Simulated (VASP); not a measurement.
# TaSi2 (P6_422) in VASP: further runs

The runs below take TaSi2 through single point, with PBE.

Program: VASP 6.6.1. These are calculated values, not measurements. Logs are shortened: lines on timing, memory, paths and dates and some standing lists are left out, and cuts for length are marked.

## 1. The cell of the first run

It takes space group P6_422 (No. 181, hexagonal). Conventional cell: a = 4.686 Å, b = 4.686 Å, c = 6.436 Å, α = 90.00°, β = 90.00°, γ = 120.00°. Ta (site symmetry 222) has 10 Si at 2.55 to 2.77 Å and 4 Ta at 3.18 Å within 3.4 Å. Si (site symmetry 2) has 9 Si at 2.50 to 3.26 Å and 5 Ta at 2.55 to 2.77 Å within 3.3 Å.

## 2. Single point, PBE (13.60 Å³/atom)

INCAR reads:

```
SYSTEM = TaSi2
PREC = Accurate
ENCUT = 520
EDIFF = 1E-6
ISMEAR = -1
SIGMA = 0.05
LREAL = .FALSE.
LASPH = .TRUE.
NELM = 60
ALGO = Normal
ISIF = 2
LWAVE = .FALSE.
LCHARG = .FALSE.
GGA = PE
NBANDS = 38
```

KPOINTS reads:

```
Automatic mesh
0
G
  11 11 7
  0 0 0
```

POSCAR reads:

```
TaSi2
1.0
    4.6862424397      0.0000000000      0.0000000000
   -2.3431212198      4.0584050011      0.0000000000
    0.0000000000      0.0000000000      6.4358807343
Ta Si
3 6
Direct
    0.5000000000      0.0000000000      0.0000000000
    0.5000000000      0.5000000000      0.6666666667
    0.0000000000      0.5000000000      0.3333333333
    0.1589700000      0.3179400000      0.0000000000
    0.8410300000      0.1589700000      0.6666666667
    0.6820600000      0.8410300000      0.3333333333
    0.8410300000      0.6820600000      0.0000000000
    0.1589700000      0.8410300000      0.6666666667
    0.3179400000      0.1589700000      0.3333333333
```

Potentials or basis: VASP PAW PBE potentials, release 64 (Ta_pv, Si).

Started as:

```bash
$ cat potpaw_PBE.64/Ta_pv/POTCAR potpaw_PBE.64/Si/POTCAR > POTCAR
$ mpirun -np 1 vasp_std > vasp.out
```

OUTCAR:

```text
SYSTEM = TaSi2
   PREC = Accurate
   ENCUT = 520
   EDIFF = 1E-6
   ISMEAR = -1
   LREAL = .FALSE.
   LASPH = .TRUE.
   NELM = 60
   ISIF = 2
   GGA = PE

 ion  position               nearest neighbor table
   1  0.500  0.000  0.000-   6 2.55   9 2.55   8 2.55   5 2.55   4 2.67   7 2.67   4 2.67   7 2.67
                             4 2.77   7 2.77   2 3.18   2 3.18   3 3.18   3 3.18
   2  0.500  0.500  0.667-   4 2.55   7 2.55   6 2.55   9 2.55   5 2.67   8 2.67   8 2.67   5 2.67
                             8 2.77   5 2.77   1 3.18   1 3.18   3 3.18   3 3.18
   3  0.000  0.500  0.333-   4 2.55   7 2.55   5 2.55   8 2.55   6 2.67   9 2.67   9 2.67   6 2.67
                             6 2.77   9 2.77   1 3.18   1 3.18   2 3.18   2 3.18
   4  0.159  0.318  0.000-   9 2.50   5 2.50   3 2.55   2 2.55   7 2.58   1 2.67   1 2.67   1 2.77
                             7 2.77   7 2.77   8 3.10   6 3.10
   5  0.841  0.159  0.667-   4 2.50   6 2.50   1 2.55   3 2.55   8 2.58   2 2.67   2 2.67   2 2.77
                             8 2.77   8 2.77   7 3.10   9 3.10
   6  0.682  0.841  0.333-   7 2.50   5 2.50   1 2.55   2 2.55   9 2.58   3 2.67   3 2.67   3 2.77
                             9 2.77   9 2.77   4 3.10   8 3.10
   7  0.841  0.682  0.000-   6 2.50   8 2.50   3 2.55   2 2.55   4 2.58   1 2.67   1 2.67   1 2.77
                             4 2.77   4 2.77   5 3.10   9 3.10
   8  0.159  0.841  0.667-   7 2.50   9 2.50   1 2.55   3 2.55   5 2.58   2 2.67   2 2.67   2 2.77
                             5 2.77   5 2.77   4 3.10   6 3.10
   9  0.318  0.159  0.333-   4 2.50   8 2.50   1 2.55   2 2.55   6 2.58   3 2.67   3 2.67   3 2.77
                             6 2.77   6 2.77   7 3.10   5 3.10

  LATTYP: Found a hexagonal cell.
 ALAT       =     4.6862424397
 C/A-ratio  =     1.3733563334

  Lattice vectors:

 A1 = (   4.6862424397,   0.0000000000,   0.0000000000)
 A2 = (  -2.3431212198,   4.0584050011,   0.0000000000)
 A3 = (   0.0000000000,   0.0000000000,   6.4358807343)

Analysis of symmetry for initial positions (statically):
=====================================================================
 Subroutine PRICEL returns:
 Original cell was already a primitive cell.

 Routine SETGRP: Setting up the symmetry group for a
 hexagonal supercell.

 Subroutine GETGRP returns: Found 12 space group operations
 (whereof  4 operations were pure point group operations)
 out of a pool of 24 trial point group operations.

The static configuration has the point symmetry D_2 .
 The point group associated with its full space group is D_6 .

Analysis of symmetry for dynamics (positions and initial velocities):
=====================================================================
 Subroutine PRICEL returns:
 Original cell was already a primitive cell.

 Routine SETGRP: Setting up the symmetry group for a
 hexagonal supercell.
[... 133 lines left out ...]
   EMIN   =  10.00;   EMAX   =-10.00  energy-range for DOS
   EFERMI =   0.00;   METHOD = LEGACY
   ISMEAR =    -1;   SIGMA  =   0.05  broadening in eV -4-tet -1-fermi 0-gaus
   EFERMI_NEDOS =   21; number of points for ismear=-14 and -15
   IALGO  =     38    algorithm
   IMIX   =      4    mixing-type and parameters
     AMIX     =   0.40;   BMIX     =  1.00
     AMIX_MAG =   1.60;   BMIX_MAG =  1.00
  volume/ion in A,a.u.               =      13.60        91.78
  Fermi-wavevector in a.u.,A,eV,Ry     =   1.268928  2.397927 21.907815  1.610179
  Thomas-Fermi vector in A             =   2.401997
   LORBIT       =      0    0 simple, 1 ext, 2 COOP (PROOUT), +10 PAW based schemes
   GGA     = PE    functional components
   LHFCALC =     F    Hartree Fock is set to
   AEXX    =    0.0000 exact exchange contribution
   IVDW    =     0    specifies the selected vdW correction
   LEPSILON=     F    determine dielectric tensor
   LRPA    =     F    only Hartree local field effects (RPA)
 non-spin polarized calculation
  energy-cutoff  :      520.00
  volume of cell :      122.40
 maximum number of plane-waves:      3315
 NGX is ok and might be reduce to    36
   NGX = 17   NGY = 17   NGZ = 23

 number of electron      57.0000000 magnetization

 Free energy of the ion-electron system (eV)
  ---------------------------------------------------
  ext. energy  EPLUGINS =         0.00000000
  ---------------------------------------------------
  free energy    TOTEN  =       -71.80997744 eV

  energy without entropy =      -71.78487387  energy(sigma->0) =      -71.79742566

 E-fermi :  10.0667     XC(G=0): -12.3604

 val. band max:       10.0423176982   @ k =   0.3636   0.1818   0.0000
 cond. band min:      10.0866371660   @ k =   0.3636   0.0000   0.4286
 fundamental gap:      0.0443194678
 Fermi energy:        10.0667416293

 k-point     1 :       0.0000    0.0000    0.0000
  band No.  band energies     occupation
      1     -24.1420      2.00000
      2     -24.1420      2.00000
      3     -24.1375      2.00000
      4     -24.0616      2.00000
      5     -24.0616      2.00000
      6     -23.9382      2.00000
[... 973 lines left out ...]
     37      14.2061      0.00000
     38      14.3094      0.00000

 [... further k-points ...]

------------------------ aborting loop because EDIFF is reached ----------------------------------------

  FORCE on cell =-STRESS in cart. coord.  units (eV):
  Direction    XX          YY          ZZ          XY          YZ          ZX
  --------------------------------------------------------------------------------------
  -------------------------------------------------------------------------------------
  Total       11.7229612     11.7229612     14.4459515      0.0000000      0.0000000     -0.0000000
  in kB      153.4474891    153.4474891    189.0900209      0.0000000      0.0000000     -0.0000000
  external PRESSURE =     165.3283331 kB  Pullay stress =       0.0000000 kB

 VOLUME and BASIS-vectors are now :
 -----------------------------------------------------------------------------
  energy-cutoff  :      520.00
  volume of cell :      122.40
      direct lattice vectors                 reciprocal lattice vectors
     4.686242440  0.000000000  0.000000000     0.213390582  0.123201110  0.000000000
    -2.343121220  4.058405001  0.000000000     0.000000000  0.246402220  0.000000000
     0.000000000  0.000000000  6.435880734     0.000000000  0.000000000  0.155378889

 POSITION                                       TOTAL-FORCE (eV/Angst)
 -----------------------------------------------------------------------------------
      2.34312      0.00000      0.00000        -0.000000     -0.000000     -0.000000
      1.17156      2.02920      4.29059        -0.000000     -0.000000     -0.000000
     -1.17156      2.02920      2.14529        -0.000000     -0.000000     -0.000000
      0.00000      1.29033      0.00000        -0.000000     -0.003004     -0.000000
      3.56878      0.64516      4.29059         0.002602     -0.001502     -0.000000
      1.22566      3.41324      2.14529         0.002602      0.001502      0.000000
      2.34312      2.76808      0.00000         0.000000      0.003004     -0.000000
     -1.22566      3.41324      4.29059        -0.002602      0.001502      0.000000
      1.11746      0.64516      2.14529        -0.002602     -0.001502      0.000000
 -----------------------------------------------------------------------------------
    total drift:                                0.000000     -0.000000     -0.000000

  FREE ENERGIE OF THE ION-ELECTRON SYSTEM (eV)
  ---------------------------------------------------
  free  energy   TOTEN  =       -71.8099774404 eV

  energy  without entropy=      -71.7848738726  energy(sigma->0) =      -71.79742566
```

OSZICAR:

```text
N       E                     dE             d eps       ncg     rms          rms(c)
DAV:   1     0.394645514035E+03    0.39465E+03   -0.28207E+04  4864   0.142E+03
DAV:   2    -0.541121455865E+02   -0.44876E+03   -0.43690E+03  5614   0.369E+02
DAV:   3    -0.735953362546E+02   -0.19483E+02   -0.19113E+02  6202   0.680E+01
DAV:   4    -0.739184890380E+02   -0.32315E+00   -0.32153E+00  6176   0.877E+00
DAV:   5    -0.739228995546E+02   -0.44105E-02   -0.44080E-02  6000   0.109E+00    0.356E+01
DAV:   6    -0.720595577422E+02    0.18633E+01   -0.65593E+00  6220   0.123E+01    0.169E+01
DAV:   7    -0.718306549185E+02    0.22890E+00   -0.51034E-01  6144   0.380E+00    0.435E+00
DAV:   8    -0.718105457642E+02    0.20109E-01   -0.31643E-02  6036   0.845E-01    0.495E-01
DAV:   9    -0.718099955473E+02    0.55022E-03   -0.25623E-03  6304   0.281E-01    0.237E-01
DAV:  10    -0.718099951808E+02    0.36652E-06   -0.28338E-04  6034   0.960E-02    0.570E-02
DAV:  11    -0.718099791868E+02    0.15994E-04   -0.34790E-05  6032   0.284E-02    0.115E-02
DAV:  12    -0.718099779072E+02    0.12795E-05   -0.30755E-06  4660   0.847E-03    0.233E-03
DAV:  13    -0.718099774404E+02    0.46683E-06   -0.28491E-07  3584   0.282E-03
   1 F= -.71809977E+02 E0= -.71797426E+02  d E =-.251036E-01
```

stdout:

```text
POSCAR found type information on POSCAR TaSi
 POSCAR found :  2 types and       9 ions
 scaLAPACK will be used
 LDA part: xc-table for (Slater+PW92), standard interpolation
 POSCAR, INCAR and KPOINTS ok, starting setup
 FFT: planning ... GRIDC
 FFT: planning ... GRID_SOFT
 FFT: planning ... GRID
 WAVECAR not read
 entering main loop
```

Wall time 2.6 min (1 thread of AMD EPYC 9R45 (Zen 5), shared host); peak memory 0.35 GiB.

What came out:

| Property | Result |
| --- | --- |
| Free energy | -71.8100 eV |
| Pressure | 16.5 GPa |
| Largest force | 0.003 eV/Å |
| Band gap on the k mesh | zero (an odd number of electrons rules out a gap without spin polarisation) |

Forces in eV/Å, atoms in the order of the input:
```
Ta   0.000  0.000  0.000
Ta   0.000  0.000  0.000
Ta   0.000  0.000  0.000
Si   0.000 -0.003  0.000
Si   0.003 -0.002  0.000
Si   0.003  0.002  0.000
Si   0.000  0.003  0.000
Si  -0.003  0.002  0.000
Si  -0.003 -0.002  0.000
```

Stress tensor (GPa, compression positive):
```
15.34  0.00  0.00
 0.00 15.34  0.00
 0.00  0.00 18.91
```

Levels at points of the mesh, in eV from the Fermi level:
```
           k point  band 27  band 28  band 29  band 30  band 31  band 32
(0.00, 0.00, 0.00)    -2.31    -2.31    -1.47     0.75     3.16     3.16
```

Caveat: the cell stands under pressure; spin-orbit coupling is left out, which moves the levels of the heavy elements.

## 3. Single point, PBE (13.89 Å³/atom)

This run uses another cell than the first one, of 13.89 Å³/atom.

INCAR reads:

```
SYSTEM = TaSi2
PREC = Accurate
ENCUT = 520
EDIFF = 1E-6
ISMEAR = -1
SIGMA = 0.05
LREAL = .False.
LASPH = .True.
NELM = 100
ALGO = Normal
ISIF = 2
LWAVE = .False.
LCHARG = .False.
GGA = PE
NBANDS = 38
```

KPOINTS reads:

```
regular mesh
0
Gamma
  11 11 7
  0 0 0
```

POSCAR: that of step 2 with these lines changed.

```diff
@@ -2,5 +2,5 @@
 1.0
-    4.6862424397      0.0000000000      0.0000000000
-   -2.3431212198      4.0584050011      0.0000000000
-    0.0000000000      0.0000000000      6.4358807343
+    4.7192452344      0.0000000000      0.0000000000
+   -2.3596226172      4.0869862597      0.0000000000
+    0.0000000000      0.0000000000      6.4812053313
 Ta Si
```

Potentials or basis: VASP PAW PBE potentials, release 64 (Ta_pv, Si).

Started as:

```bash
$ cat potpaw_PBE.64/Ta_pv/POTCAR potpaw_PBE.64/Si/POTCAR > POTCAR
$ mpirun -np 1 vasp_std > vasp.out
```

Run time: 2.6 min. Hardware: 1 thread of AMD EPYC 9R45 (Zen 5), shared host; peak memory 0.35 GiB.

It converged, with:

```
Free energy            : -72.0368 eV
Pressure               : 11.4 GPa
Largest force          : 0.004 eV/Å
Band gap on the k mesh : zero (an odd number of electrons rules out a gap without spin polarisation)
```

Forces in eV/Å, atoms in the order of the input:
```
Ta   0.000  0.000  0.000
Ta   0.000  0.000  0.000
Ta   0.000  0.000  0.000
Si   0.000 -0.004  0.000
Si   0.003 -0.002  0.000
Si   0.003  0.002  0.000
Si   0.000  0.004  0.000
Si  -0.003  0.002  0.000
Si  -0.003 -0.002  0.000
```

Stress tensor (GPa, compression positive):
```
10.54  0.00  0.00
 0.00 10.54  0.00
 0.00  0.00 13.13
```

Levels at points of the mesh, in eV from the Fermi level:
| k point | band 25 | band 26 | band 27 | band 28 | band 29 | band 30 | band 31 | band 32 | band 33 | band 34 |
| --- | --- | --- | --- | --- | --- | --- | --- | --- | --- | --- |
| (0.00, 0.00, 0.00) | -2.56 | -2.46 | -2.26 | -2.26 | -1.48 | 0.75 | 3.10 | 3.10 | 3.72 | 3.76 |

Caveat: the cell stands under pressure; spin-orbit coupling is left out, which moves the levels of the heavy elements.

## 4. Single point, PBE (z stretched by -3 %, then relaxed in part)

INCAR reads:

```
SYSTEM = TaSi2
PREC = Accurate
ENCUT = 520
EDIFF = 1E-7
ISMEAR = -1
SIGMA = 0.05
LREAL = .FALSE.
LASPH = .TRUE.
NELM = 80
ALGO = Normal
ISIF = 2
LWAVE = .FALSE.
LCHARG = .FALSE.
GGA = PE
NBANDS = 38
```

KPOINTS reads:

```
Automatic mesh
0
G
  11 11 7
  0 0 0
```

POSCAR reads:

```
TaSi2
1.0
    4.7839004637      0.0000000000      0.0000000000
   -2.3919502318      4.1429793307      0.0000000000
    0.0000000000      0.0000000000      6.3729000000
Ta Si
3 6
Direct
    0.5000000000      0.0000000000      0.0000000000
    0.5000000000      0.5000000000      0.6666666667
    0.0000000000      0.5000000000      0.3333333333
    0.1581328432      0.3162656863      0.0000000000
    0.8418671568      0.1581328432      0.6666666667
    0.6837343137      0.8418671568      0.3333333333
    0.8418671568      0.6837343137      0.0000000000
    0.1581328432      0.8418671568      0.6666666667
    0.3162656863      0.1581328432      0.3333333333
```

Started as:

```bash
$ cat potpaw_PBE.64/Ta_pv/POTCAR potpaw_PBE.64/Si/POTCAR > POTCAR
$ mpirun -np 1 vasp_std > vasp.out
```

It took 3 min on 1 thread of AMD EPYC 9R45 (Zen 5), shared host; peak memory 0.36 GiB.

Results (log left out):

* Free energy: -71.9920 eV
* Pressure: 10.1 GPa
* Largest force: 0.005 eV/Å
* Band gap on the k mesh: zero (an odd number of electrons rules out a gap without spin polarisation)

Forces on the atoms (eV/Å):
```
Ta   0.000  0.000  0.000
Ta   0.000  0.000  0.000
Ta   0.000  0.000  0.000
Si   0.000 -0.005  0.000
Si   0.005 -0.003  0.000
Si   0.005  0.003  0.000
Si   0.000  0.005  0.000
Si  -0.005  0.003  0.000
Si  -0.005 -0.003  0.000
```

Stress tensor (GPa, compression positive):
```
 5.47  0.00  0.00
 0.00  5.47  0.00
 0.00  0.00 19.36
```

Levels at points of the mesh, in eV from the Fermi level:
```tsv
k point	band 27	band 28	band 29	band 30	band 31	band 32
(0.00, 0.00, 0.00)	-2.27	-2.27	-1.54	0.88	2.94	2.94
```

Caveat: the cell differs from its parent crystal (z stretched by -3 %, then relaxed in part); the cell stands under pressure; spin-orbit coupling is left out, which moves the levels of the heavy elements.

## 5. Single point, PBE (14.18 Å³/atom)

This run uses another cell than the first one, of 14.18 Å³/atom.

INCAR reads:

```
ALGO = Normal
EDIFF = 1E-6
ENCUT = 520
GGA = PE
ISIF = 2
ISMEAR = -1
LASPH = T
LCHARG = F
LREAL = F
LWAVE = F
NBANDS = 38
NELM = 100
PREC = Accurate
SIGMA = 0.05
```

KPOINTS reads:

```
k-points
0
Gamma
  11 11 7
```

POSCAR reads:

```
TaSi2
1.0
    4.7517927817      0.0000000000      0.0000000000
   -2.3758963908      4.1151732625      0.0000000000
    0.0000000000      0.0000000000      6.5259047116
Ta Si
3 6
Direct
    0.5000000000      0.0000000000      0.0000000000
    0.5000000000      0.5000000000      0.6666666667
    0.0000000000      0.5000000000      0.3333333333
    0.1589700000      0.3179400000      0.0000000000
    0.8410300000      0.1589700000      0.6666666667
    0.6820600000      0.8410300000      0.3333333333
    0.8410300000      0.6820600000      0.0000000000
    0.1589700000      0.8410300000      0.6666666667
    0.3179400000      0.1589700000      0.3333333333
```

Started as:

```bash
$ cat potpaw_PBE.64/Ta_pv/POTCAR potpaw_PBE.64/Si/POTCAR > POTCAR
$ mpirun -np 1 vasp_std > vasp.out
```

Wall time 1.7 min (1 thread of Intel Xeon 6975P-C (Granite Rapids), shared host); peak memory 0.39 GiB.

Results (log left out):

| Quantity | Value |
| --- | --- |
| Free energy | -72.1844 eV |
| Pressure | 6.8 GPa |
| Largest force | 0.004 eV/Å |
| Band gap on the k mesh | zero (an odd number of electrons rules out a gap without spin polarisation) |

Forces on the atoms (eV/Å):
```
Ta   0.000  0.000  0.000
Ta   0.000  0.000  0.000
Ta   0.000  0.000  0.000
Si   0.000 -0.004  0.000
Si   0.003 -0.002  0.000
Si   0.003  0.002  0.000
Si   0.000  0.004  0.000
Si  -0.003  0.002  0.000
Si  -0.003 -0.002  0.000
```

Stress tensor (GPa, compression positive):
```
6.21 0.00 0.00
0.00 6.21 0.00
0.00 0.00 7.91
```

Levels at points of the mesh, in eV from the Fermi level:
| k point | band 25 | band 26 | band 27 | band 28 | band 29 | band 30 | band 31 | band 32 | band 33 | band 34 |
| --- | --- | --- | --- | --- | --- | --- | --- | --- | --- | --- |
| (0.00, 0.00, 0.00) | -2.53 | -2.45 | -2.22 | -2.22 | -1.48 | 0.75 | 3.05 | 3.05 | 3.60 | 3.64 |

Caveat: the cell stands under pressure; spin-orbit coupling is left out, which moves the levels of the heavy elements.

## 6. Summary

| cell | gap on the mesh (eV) | pressure (GPa) |
| --- | --- | --- |
| a = 4.686, b = 4.686, c = 6.436 Å, angles 90.0, 90.0, 120.0°, 9 atoms | none | 16.5 |
| a = 4.719, b = 4.719, c = 6.481 Å, angles 90.0, 90.0, 120.0°, 9 atoms | none | 11.4 |
| a = 4.784, b = 4.784, c = 6.373 Å, angles 90.0, 90.0, 120.0°, 9 atoms | none | 10.1 |
| a = 4.752, b = 4.752, c = 6.526 Å, angles 90.0, 90.0, 120.0°, 9 atoms | none | 6.8 |

Alike in all rows: task single point; level PBE; potentials or basis VASP PAW PBE potentials, release 64 (Ta_pv, Si); no spin polarisation; k mesh 11 × 11 × 7; cutoff (eV) 520; smearing fermi-dirac 0.05 eV.

Caveats: the cell stands under pressure; spin-orbit coupling is left out, which moves the levels of the heavy elements.

Absolute energies hang on the potentials; compare differences alone.
